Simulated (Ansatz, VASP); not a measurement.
This is a calculation of CuO for Ansatz 0.2.0.

Contents of input.yaml:

```yaml
crystal:
  lattice:
    - [3.3990834929, 0.0, 0.0]
    - [0.0, 3.3990834929, 0.0]
    - [0.0, 0.0, 4.2318669172]
  atoms:
    - { symbol: Cu, position: [0.0, 0.5, 0.0] }
    - { symbol: Cu, position: [0.5, 0.0, 0.5] }
    - { symbol: O, position: [0.0, 0.0, 0.25] }
    - { symbol: O, position: [0.0, 0.0, 0.75] }
hamiltonian:
  xc: rpbe
  pseudopotentials: { kind: paw }
kpoints:
  mp_grid: { grid: [8, 8, 6] }
scf:
  occupations: { method: fermi_dirac, width: 0.05 }
output:
  forces: true
  stress: true
  eigenvalues: true
```

Potentials or basis: Ansatz PAW.

Run with:

```bash
$ ansatz run input.yaml --threads 2 --pin off --max-ram 5632MiB --backend cpu --events-out ev --progress --plain --runs-dir out
```

Translate it to VASP 6.6.1. Potentials there: VASP PAW PBE potentials, release 64 (Cu_sv_GW, O).

As run (the cutoff follows the program's own potentials):

File INCAR:

```
SYSTEM = CuO
ALGO     = Normal         ! electronic algorithm
EDIFF    = 1E-6           ! SCF threshold, eV
ENCUT    = 820            ! plane-wave cutoff, eV
GGA      = RP             ! functional
GGA_COMPAT= .FALSE.      
ISIF     = 2              ! what is computed and relaxed
ISMEAR   = -1             ! smearing method
LASPH    = .TRUE.         ! aspherical terms in the spheres
LCHARG   = .FALSE.        ! write CHGCAR
LREAL    = .FALSE.        ! projectors in reciprocal space
LWAVE    = .FALSE.        ! write WAVECAR
NBANDS   = 33             ! bands
NELM     = 120            ! most SCF steps
PREC     = Accurate       ! precision mode
SIGMA    = 0.05           ! smearing width, eV
```

Contents of KPOINTS:

```
k-points
0
G
  8 8 6
  0 0 0
```

File POSCAR:

```
CuO
1.0
    3.3990834929      0.0000000000      0.0000000000
    0.0000000000      3.3990834929      0.0000000000
    0.0000000000      0.0000000000      4.2318669172
Cu O
2 2
Direct
    0.0000000000      0.5000000000      0.0000000000
    0.5000000000      0.0000000000      0.5000000000
    0.0000000000      0.0000000000      0.2500000000
    0.0000000000      0.0000000000      0.7500000000
```

Potentials or basis: VASP PAW PBE potentials, release 64 (Cu_sv_GW, O).

Run with:

```sh
$ cat potpaw_PBE.64/Cu_sv_GW/POTCAR potpaw_PBE.64/O/POTCAR > POTCAR
$ mpirun -np 1 vasp_std > vasp.out
```

Both were run:

|  | VASP | Ansatz | Ansatz less VASP |
| --- | --- | --- | --- |
| gap on the k mesh at the Fermi level (eV) | none | none | - |
| pressure (GPa) | 3.4 | 4.1 | +0.64 |
| traceless stress, the component that is largest in VASP (GPa) | 25.69 | 25.69 | +0.005 |

VASP's potentials were made for PBE, not for RPBE. A gap of «none» marks a metal or a gap that the smearing closes. With one functional, cell and mesh, what is left measures potentials, basis and numerics.
